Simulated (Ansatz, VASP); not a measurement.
## CrN2 in VASP and in Ansatz

INCAR

```
ALGO = Normal
EDIFF = 1E-7
ENCUT = 520
GGA = PE
ISIF = 2
ISMEAR = 0
ISPIN = 2
LASPH = T
LCHARG = F
LMAXMIX = 4
LORBIT = 11
LREAL = F
LWAVE = F
MAGMOM = 0.5 0.5 0 0 0 0
NBANDS = 35
NELM = 150
PREC = Accurate
SIGMA = 0.1
```

The input KPOINTS:

```
k-points
0
Gamma
  10 8 12
```

File POSCAR:

```
CrN2
1.0
    3.9017860000      0.0000000000      0.0000000000
    0.0000000000      4.8095120000      0.0000000000
    0.0000000000      0.0000000000      2.7841700000
Cr N
2 4
Direct
    0.5000000000      0.5000000000      0.5000000000
    0.0000000000      0.0000000000      0.0000000000
    0.6338300000      0.0887750000      0.5000000000
    0.3661700000      0.9112250000      0.5000000000
    0.1338300000      0.4112250000      0.0000000000
    0.8661700000      0.5887750000      0.0000000000
```

Input for Ansatz:

```yaml
crystal:
  lattice:
    - [3.901786, 0.0, 0.0]
    - [0.0, 4.809512, 0.0]
    - [0.0, 0.0, 2.78417]
  atoms:
    - { symbol: Cr, position: [0.5, 0.5, 0.5], spin: 0.5 }
    - { symbol: Cr, position: [0.0, 0.0, 0.0], spin: 0.5 }
    - { symbol: "N", position: [0.63383, 0.088775, 0.5] }
    - { symbol: "N", position: [0.36617, 0.911225, 0.5] }
    - { symbol: "N", position: [0.13383, 0.411225, 0.0] }
    - { symbol: "N", position: [0.86617, 0.588775, 0.0] }
basis:
  ecutwfc: 420
kpoints:
  mp_grid: { grid: [10, 8, 12] }
hamiltonian:
  xc: pbe
scf:
  occupations: { method: gaussian, width: 0.1 }
  lower_state_search: "off"
output:
  forces: true
  stress: true
  eigenvalues: true
  populations: true
magnetization:
  spin_polarized: true
```

Alike in both runs: task single point; functional PBE; k mesh 10 × 8 × 12; occupations gaussian, width 0.1 eV; collinear spin.

```csv
,VASP,Ansatz
version,VASP 6.6.1,Ansatz 0.2.0
potentials or method,"VASP PAW PBE potentials, release 64 (Cr_pv, N), cutoff 520 eV","scalar-relativistic, plane waves, PAW"
valence electrons in the cell,44,48
```

|  | VASP | Ansatz | Ansatz less VASP |
| --- | --- | --- | --- |
| gap on the k mesh at the Fermi level (eV) | none | none | - |
| pressure (GPa) | -0.5 | -0.9 | -0.35 |
| traceless stress, the component that is largest in VASP (GPa) | 1.23 | 1.41 | +0.171 |
| rms of the force components (eV/Å) | 0.045 | 0.037 | -0.0077 |
| net moment per atom (μB) | 0.71 | 0.71 | 0.000 |
| size of the moment on the site where the two differ most (μB) | 2.23 | 1.90 | -0.327 |

Site moments also hang on the region over which each program counts them. Atom by atom the forces differ by 0.009 eV/Å (rms over components). A gap of «none» marks a metal or a gap that the smearing closes. VASP's potentials hold 44 valence electrons a cell and Ansatz's 48, so a difference there can come from the potentials and not from the codes.
